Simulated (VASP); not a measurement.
# MnO2 (fluorite type) (Fm-3m) in VASP: notebook, part 2 of 2

VASP 6.6.1. Earlier steps stand in the parts before.

## (4) Single point, PBE

This run uses another cell than the first one, of 8.05 Å³/atom.

INCAR reads:

```
SYSTEM = MnO2
PREC = Accurate
ENCUT = 520
EDIFF = 1E-6
ISMEAR = -1
SIGMA = 0.06122561905347299
LREAL = .FALSE.
LASPH = .TRUE.
NELM = 80
ALGO = Normal
ISIF = 2
LWAVE = .FALSE.
LCHARG = .FALSE.
GGA = PE
NBANDS = 20
```

KPOINTS reads:

```
regular mesh
0
G
  21 21 21
  0 0 0
```

POSCAR reads:

```
MnO2
1.0
    0.0000000000      2.2943932587      2.2943932587
    2.2943932587      0.0000000000      2.2943932587
    2.2943932587      2.2943932587      0.0000000000
Mn O
1 2
Direct
    0.0000000000      0.0000000000      0.0000000000
    0.2500000000      0.2500000000      0.2500000000
    0.7500000000      0.7500000000      0.7500000000
```

Potentials or basis: VASP PAW PBE potentials, release 64 (Mn_pv, O).

Launch:

```sh
> cat potpaw_PBE.64/Mn_pv/POTCAR potpaw_PBE.64/O/POTCAR > POTCAR
> mpirun -np 1 vasp_std > vasp.out
```

OUTCAR:

```text
SYSTEM = MnO2
   PREC = Accurate
   ENCUT = 520
   EDIFF = 1E-6
   ISMEAR = -1
   LREAL = .FALSE.
   LASPH = .TRUE.
   NELM = 80
   ISIF = 2
   GGA = PE

 ion  position               nearest neighbor table
   1  0.000  0.000  0.000-   2 1.99   3 1.99   3 1.99   3 1.99   3 1.99   2 1.99   2 1.99   2 1.99

   2  0.250  0.250  0.250-   1 1.99   1 1.99   1 1.99   1 1.99
   3  0.750  0.750  0.750-   1 1.99   1 1.99   1 1.99   1 1.99

  LATTYP: Found a face centered cubic cell.
 ALAT       =     4.5887865174

  Lattice vectors:

 A1 = (   0.0000000000,   2.2943932587,   2.2943932587)
 A2 = (   2.2943932587,   0.0000000000,   2.2943932587)
 A3 = (   2.2943932587,   2.2943932587,   0.0000000000)

Analysis of symmetry for initial positions (statically):
=====================================================================
 Subroutine PRICEL returns:
 Original cell was already a primitive cell.

 Routine SETGRP: Setting up the symmetry group for a
 face centered cubic supercell.

 Subroutine GETGRP returns: Found 48 space group operations
[... 159 lines left out ...]
  ---------------------------------------------------
  ext. energy  EPLUGINS =         0.00000000
  ---------------------------------------------------
  free energy    TOTEN  =       -22.11678698 eV

  energy without entropy =      -22.05872503  energy(sigma->0) =      -22.08775601

 E-fermi :   7.4039     XC(G=0): -13.0109

 val. band max:        7.4035355220   @ k =  -0.2857   0.3810   0.0952
 cond. band min:       7.4042998859   @ k =   0.4762   0.2857   0.0000
 fundamental gap:      0.0007643639
 Fermi energy:         7.4039198827

 k-point     1 :       0.0000    0.0000    0.0000
  band No.  band energies     occupation
      1     -41.1688      2.00000
      2     -41.1688      2.00000
      3     -41.1688      2.00000
      4     -13.8684      2.00000
      5      -8.8165      2.00000
      6       0.4310      2.00000
[... 541 lines left out ...]
     19      25.5279      0.00000
     20      25.5671      0.00000

 [... further k-points ...]
[... 5 lines left out ...]
  --------------------------------------------------------------------------------------
  -------------------------------------------------------------------------------------
  Total        1.0430129      1.0430129      1.0430129      0.0000000     -0.0000000      0.0000000
  in kB       69.1777943     69.1777943     69.1777943      0.0000000     -0.0000000      0.0000000
  external PRESSURE =      69.1777943 kB  Pullay stress =       0.0000000 kB

 VOLUME and BASIS-vectors are now :
 -----------------------------------------------------------------------------
  energy-cutoff  :      520.00
  volume of cell :       24.16
      direct lattice vectors                 reciprocal lattice vectors
     0.000000000  2.294393259  2.294393259    -0.217922537  0.217922537  0.217922537
     2.294393259  0.000000000  2.294393259     0.217922537 -0.217922537  0.217922537
     2.294393259  2.294393259  0.000000000     0.217922537  0.217922537 -0.217922537

 POSITION                                       TOTAL-FORCE (eV/Angst)
 -----------------------------------------------------------------------------------
      0.00000      0.00000      0.00000        -0.000000      0.000000     -0.000000
      1.14720      1.14720      1.14720        -0.000000     -0.000000      0.000000
      3.44159      3.44159      3.44159         0.000000      0.000000     -0.000000
 -----------------------------------------------------------------------------------
    total drift:                               -0.000000      0.000000      0.000000

  FREE ENERGIE OF THE ION-ELECTRON SYSTEM (eV)
  ---------------------------------------------------
  free  energy   TOTEN  =       -22.1167869829 eV

  energy  without entropy=      -22.0587250327  energy(sigma->0) =      -22.08775601
```

OSZICAR:

```text
N       E                     dE             d eps       ncg     rms          rms(c)
DAV:   1     0.243628212492E+03    0.24363E+03   -0.14319E+04 11496   0.151E+03
DAV:   2    -0.155020396901E+02   -0.25913E+03   -0.24558E+03 11984   0.415E+02
DAV:   3    -0.301932052754E+02   -0.14691E+02   -0.14535E+02 12904   0.107E+02
DAV:   4    -0.303323222128E+02   -0.13912E+00   -0.13903E+00 12400   0.111E+01
DAV:   5    -0.303334865352E+02   -0.11643E-02   -0.11643E-02 12692   0.104E+00    0.280E+01
DAV:   6    -0.361451156392E+02   -0.58116E+01   -0.21859E+02 13316   0.946E+01    0.472E+01
DAV:   7    -0.231705563571E+02    0.12975E+02   -0.12515E+02 11796   0.997E+01    0.104E+01
DAV:   8    -0.221264663159E+02    0.10441E+01   -0.53918E+00 12396   0.184E+01    0.204E+00
DAV:   9    -0.221190569907E+02    0.74093E-02   -0.17410E-01 12356   0.331E+00    0.994E-01
DAV:  10    -0.221186806248E+02    0.37637E-03   -0.64975E-02 11668   0.232E+00    0.395E-01
DAV:  11    -0.221174906416E+02    0.11900E-02   -0.31769E-03 12260   0.613E-01    0.240E-01
DAV:  12    -0.221167931105E+02    0.69753E-03   -0.34436E-03 12648   0.576E-01    0.317E-02
DAV:  13    -0.221168076956E+02   -0.14585E-04   -0.32429E-04 13332   0.113E-01    0.534E-02
DAV:  14    -0.221167889618E+02    0.18734E-04   -0.26047E-04 11756   0.139E-01    0.211E-02
DAV:  15    -0.221167869016E+02    0.20602E-05   -0.20284E-05 12180   0.298E-02    0.255E-03
DAV:  16    -0.221167869829E+02   -0.81297E-07   -0.12291E-06  7212   0.968E-03
   1 F= -.22116787E+02 E0= -.22087756E+02  d E =-.580620E-01
```

stdout:

```text
POSCAR found type information on POSCAR MnO
 POSCAR found :  2 types and       3 ions
 scaLAPACK will be used
 LDA part: xc-table for (Slater+PW92), standard interpolation
 POSCAR, INCAR and KPOINTS ok, starting setup
 FFT: planning ... GRIDC
 FFT: planning ... GRID_SOFT
 FFT: planning ... GRID
 WAVECAR not read
 entering main loop
```

Run time: 3 min. Hardware: 1 thread of Intel Xeon 8259CL, shared host; peak memory 0.24 GiB.

Results:

| Quantity | Value |
| --- | --- |
| Free energy | -22.1168 eV |
| Pressure | 6.9 GPa |
| Band gap on the k mesh | zero (an odd number of electrons rules out a gap without spin polarisation) |

Levels at points of the mesh, in eV from the Fermi level:
| k point | band 9 | band 10 | band 11 | band 12 | band 13 | band 14 | band 15 | band 16 | band 17 | band 18 |
| --- | --- | --- | --- | --- | --- | --- | --- | --- | --- | --- |
| (0.00, 0.00, 0.00) | -1.36 | -1.36 | -1.36 | -0.84 | -0.84 | 3.11 | 3.11 | 3.11 | 8.31 | 13.74 |

Caveat: the cell stands under pressure; an odd number of electrons without spin polarisation forces a metal; a magnetic or distorted state may lie lower; the run has no spin polarisation, though such a crystal can be magnetic; semilocal functionals often make such compounds metallic where correlation or magnetic order opens a gap, which also shifts bond lengths.
